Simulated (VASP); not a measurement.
Input of a VASP 6.6.1 run:

POSCAR

```
InP
1.0
    0.0000000000      2.7688340000      2.7688340000
    2.7688340000      0.0000000000      2.7688340000
    2.7688340000      2.7688340000      0.0000000000
In P
1 1
Direct
    0.0000000000      0.0000000000      0.0000000000
    0.5000000000      0.5000000000      0.5000000000
```

The input INCAR.step1:

```
PREC = Accurate
ENCUT = 550
ISMEAR = -1
SIGMA = 0.05
LREAL = False
LASPH = True
NELM = 120
NBANDS = 16
GGA = PE
ALGO = Normal
EDIFF = 1E-5
LWAVE = True
LCHARG = False
GGA_COMPAT = False
```

File INCAR.step2:

```
PREC = Accurate
ENCUT = 550
EDIFF = 1E-6
ISMEAR = -1
SIGMA = 0.05
LREAL = False
LASPH = True
NELM = 120
ALGO = Normal
ISIF = 2
LWAVE = False
LCHARG = False
METAGGA = R2SCAN
LMIXTAU = True
NBANDS = 16
ISTART = 1
GGA_COMPAT = False
```

KPOINTS

```
Automatic mesh
0
Gamma
  8 8 8
```

Potentials or basis: VASP PAW PBE potentials, release 64 (In_d, P).

Run with:

```console
$ cat potpaw_PBE.64/In_d/POTCAR potpaw_PBE.64/P/POTCAR > POTCAR
$ cp INCAR.step1 INCAR
$ mpirun -np 1 vasp_std > vasp.out
$ cp INCAR.step2 INCAR
$ mpirun -np 1 vasp_std > vasp.out
```

Problem. What does it give for the band gap on the k mesh?

Solution. Zero (bands 9 and 10 overlap by 2.64 eV).

Problem. Predict the pressure.

Solution. -2.0 GPa.

Caveat: the PAW data sets were made with another functional, which shifts forces and pressure a little; spin-orbit coupling is left out, which moves the levels of the heavy elements.
